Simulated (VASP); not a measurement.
Here is a VASP 6.6.1 calculation.

File INCAR:

```
PREC = Accurate
ENCUT = 520
EDIFF = 1E-7
ISMEAR = -1
SIGMA = 0.05
LREAL = False
LASPH = True
NELM = 60
ALGO = Normal
ISIF = 2
LWAVE = False
LCHARG = False
GGA = PS
NBANDS = 10
```

Contents of KPOINTS:

```
regular mesh
0
Gamma
  17 17 17
```

POSCAR

```
Ir
1.0
    2.2007357457      0.0000000000      0.0000000000
    0.0000000000      2.2007357457      0.0000000000
    0.0000000000      0.0000000000      2.2007357457
Ir
1
Direct
    0.0000000000      0.0000000000      0.0000000000
```

Potentials or basis: VASP PAW PBE potentials, release 64 (Ir).

Command:

```sh
$ cat potpaw_PBE.64/Ir/POTCAR > POTCAR
$ mpirun -np 1 vasp_std > vasp.out
```

(1) What does it give for the pressure?

Results:

(1) 330.2 GPa.

Caveat: the PAW data sets were made with another functional, which shifts forces and pressure a little.
